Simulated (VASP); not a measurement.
Crystal: Ru.

```
Ru
1.0
     2.70580    0.00000    0.00000
    -1.35290    2.34329    0.00000
     0.00000    0.00000    4.28190
Ru
2
Direct
  0.33333 0.66667 0.25000
  0.66667 0.33333 0.75000
```

| Item | Value |
| --- | --- |
| Program | VASP 6.6.1 |
| Task | relaxation of cell and atoms |
| Functional | PBEsol |
| Potentials or basis | VASP PAW PBE potentials, release 64 (Ru_pv) |
| Cutoff | 600 eV |
| k mesh | 9 × 9 × 5 |
| Occupations | fermi-dirac, width 0.05 eV |
| Spin | no spin polarisation |

At the start: pressure -6.6 GPa; volume 13.57 Å³/atom.

Task: Where does the relaxation end?

Result: Over 6 steps the energy falls by 5.6 meV/atom and the volume is 13.31 Å³/atom (-1.9 %); space group P6_3/mmc (No. 194, to 0.05 Å).

The path:
| step | energy change (eV) | largest force (eV/Å) | pressure (GPa) | volume (Å³) |
| --- | --- | --- | --- | --- |
| 1 | 0.0000 | 0.0000 | -6.58 | 27.15 |
| 2 | 0.1082 | 0.0000 | 25.37 | 25.02 |
| 3 | -0.0111 | 0.0000 | -0.26 | 26.63 |
| 4 | -0.0111 | 0.0000 | 0.06 | 26.62 |
| 5 | -0.0111 | 0.0000 | -0.23 | 26.63 |
| 6 | -0.0111 | 0.0000 | -0.09 | 26.62 |

Final structure:
```yaml
crystal:
  lattice:
    - [2.68816, 0.00000, 0.00000]
    - [-1.34408, 2.32802, 0.00000]
    - [0.00000, 0.00000, 4.25409]
  atoms:
    - { symbol: Ru, position: [0.33333, 0.66667, 0.25000] }
    - { symbol: Ru, position: [0.66667, 0.33333, 0.75000] }
```

Caveat: the PAW data sets were made with another functional, which shifts forces and pressure a little.
